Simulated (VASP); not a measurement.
As:

```xyz
4
Lattice="-2.7483 2.7483 2.7483 2.7483 -2.7483 2.7483 2.7483 2.7483 -2.7483" Properties=species:S:1:pos:R:3 pbc="T T T"
As    0.3941    0.3941    0.3941
As   -0.3941    2.3542    0.3941
As    2.3542    0.3941   -0.3941
As    0.3941   -0.3941    2.3542
```

The cell was generated, and may not be a known phase.

```yaml
Program: VASP 6.6.1
Task: relaxation of cell and atoms
Functional: PBE
Potentials_or_basis: VASP PAW PBE potentials, release 64 (As)
Cutoff: 600 eV
k_mesh: 4 × 4 × 4
Occupations: gaussian, width 0.1 eV
Spin: no spin polarisation
```

At the start: pressure 48.2 GPa; volume 20.76 Å³/atom.

Task: How do energy, volume and symmetry change on relaxing?

Result: Over 13 steps the energy falls by 1478.6 meV/atom and the volume is 24.22 Å³/atom (+16.7 %); space group I2_13 (No. 199, to 0.1 Å) before and after.

Step by step:
```
step  energy change (eV)  largest force (eV/Å)  pressure (GPa)  volume (Å³)
   1              0.0000                6.0133           48.20        83.03
   2             -1.8650                1.8131           -9.34       182.97
   3             -5.4687                0.2655           -3.29       122.71
   4             -5.5044                0.4744           -2.20       119.93
   5             -5.5130                0.6706           -1.13       117.49
   6             -5.5127                0.6069           -1.48       118.26
   7             -5.6050                0.5207           -1.51       115.43
   8             -5.8150                0.2316           -1.50       107.19
   9             -5.8543                0.3994           -0.13        91.91
  10             -5.9092                0.0785           -0.96        98.86
  11             -5.9103                0.1122           -0.90        98.14
  12             -5.8914                0.2839            2.29        93.99
  13             -5.9145                0.0013           -0.01        96.87
```

Final structure:
```
CELL_PARAMETERS angstrom
-2.89317 2.89317 2.89317
2.89317 -2.89317 2.89317
2.89317 2.89317 -2.89317
ATOMIC_POSITIONS crystal
As 0.06971 0.06971 0.06971
As 0.50000 0.00000 0.43029
As 0.00000 0.43029 0.50000
As 0.43029 0.50000 0.00000
```

Caveat: the volume moved by over 15 % at a fixed basis, so the end points are rough.
